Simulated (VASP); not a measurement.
A run of VASP 6.6.1:

INCAR

```
SYSTEM = MgO
PREC     = Accurate       ! precision mode
ENCUT    = 600            ! plane-wave cutoff, eV
EDIFF    = 1E-6           ! SCF threshold, eV
ISMEAR   = 0              ! smearing method
SIGMA    = 0.1            ! smearing width, eV
LREAL    = .FALSE.        ! projectors in reciprocal space
LASPH    = .TRUE.         ! aspherical terms in the spheres
NELM     = 120            ! most SCF steps
ALGO     = Normal         ! electronic algorithm
ISIF     = 2              ! what is computed and relaxed
LWAVE    = .FALSE.        ! write WAVECAR
LCHARG   = .TRUE.         ! write CHGCAR
LELF     = .TRUE.         ! ELF
LVHAR    = .TRUE.       
NBANDS   = 11             ! bands
GGA_COMPAT= .FALSE.
```

Contents of KPOINTS:

```
Automatic mesh
0
G
  8 8 8
  0 0 0
```

Contents of POSCAR:

```
MgO
1.0
    0.0000000000      2.1060000000      2.1060000000
    2.1060000000      0.0000000000      2.1060000000
    2.1060000000      2.1060000000      0.0000000000
Mg O
1 1
Direct
    0.0000000000      0.0000000000      0.0000000000
    0.5000000000      0.5000000000      0.5000000000
```

Potentials or basis: VASP PAW LDA potentials, release 64 (Mg, O).

Launch:

```console
$ cat potpaw_LDA.64/Mg/POTCAR potpaw_LDA.64/O/POTCAR > POTCAR
$ mpirun -np 1 vasp_std > vasp.out
```

Hardware: 1 thread of Intel(R) Xeon(R) 6975P-C (Granite Rapids) (shared host).

Question: Estimate the wall time of this run.

Answer: Wall time 2.5 s on 1 thread of Intel(R) Xeon(R) 6975P-C (Granite Rapids), on a shared host, peak memory 0.13 GiB. Counts: scf iterations 11, k points 29.
